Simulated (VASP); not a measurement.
Write the native input for VASP 6.6.1 that does the following.

- Task: relaxation of cell and atoms
- Functional: PBEsol
- Potentials or basis: VASP PAW PBE potentials, release 64 (In_d, O)
- Cutoff: 600 eV
- k mesh: 6 × 6 × 6
- Occupations: gaussian, width 0.02 eV
- Spin: no spin polarisation
- Dipole correction: no
- Further INCAR settings: ALGO = Normal; EDIFF = 1e-06; IBRION = 2; EDIFFG = -0.005; NSW = 100; ISIF = 3

The structure of In2O3 lies in POSCAR:

```
In2O3
1.0
    2.7581043173      1.5923922700      4.8636867567
   -2.7581043173      1.5923922700      4.8636867567
    0.0000000000     -3.1847845400      4.8636867567
In O
4 6
Direct
    0.6428840000      0.6428840000      0.6428840000
    0.8571160000      0.8571160000      0.8571160000
    0.3571160000      0.3571160000      0.3571160000
    0.1428840000      0.1428840000      0.1428840000
    0.0464953000      0.7500000000      0.4535047000
    0.7500000000      0.4535047000      0.0464953000
    0.4535047000      0.0464953000      0.7500000000
    0.9535047000      0.2500000000      0.5464953000
    0.5464953000      0.9535047000      0.2500000000
    0.2500000000      0.5464953000      0.9535047000
```

The input as run:

INCAR

```
SYSTEM = In2O3
PREC = Accurate
ENCUT = 600
EDIFF = 1E-6
ISMEAR = 0
SIGMA = 0.02
LREAL = .FALSE.
LASPH = .TRUE.
NELM = 100
ALGO = Normal
ISIF = 3
LWAVE = .FALSE.
LCHARG = .FALSE.
GGA = PS
IBRION = 2
NSW = 100
EDIFFG = -0.005
KPAR = 4
```

KPOINTS

```
regular mesh
0
G
  6 6 6
  0 0 0
```

Potentials or basis: VASP PAW PBE potentials, release 64 (In_d, O).

Command:

```bash
$ cat potpaw_PBE.64/In_d/POTCAR potpaw_PBE.64/O/POTCAR > POTCAR
$ mpirun -np 4 vasp_std > vasp.out
```

It gave:

```json
{"Relaxed volume": "12.78 Å³/atom", "Relaxed cell": "a = 5.801 Å, b = 5.801 Å, c = 5.801 Å, α = 56.79°, β = 56.79°, γ = 56.79°", "Space group after relaxing (to 0.1 Å)": "R-3c (No. 167)", "Energy gained by relaxing": "0.1 meV/atom", "Ionic steps": "7", "Pressure after relaxing": "0.0 GPa", "Band gap on the k mesh": "1.09 eV (least direct gap 1.15 eV)"}
```

Caveat: the PAW data sets were made with another functional, which shifts forces and pressure a little; spin-orbit coupling is left out, which moves the levels of the heavy elements.

Wall time 7 min on 4 MPI ranks on Intel(R) Xeon(R) Platinum 8259CL CPU @ 2.50GHz (Skylake/Cascade Lake), with other jobs on the host, peak memory 0.46 GiB a rank.
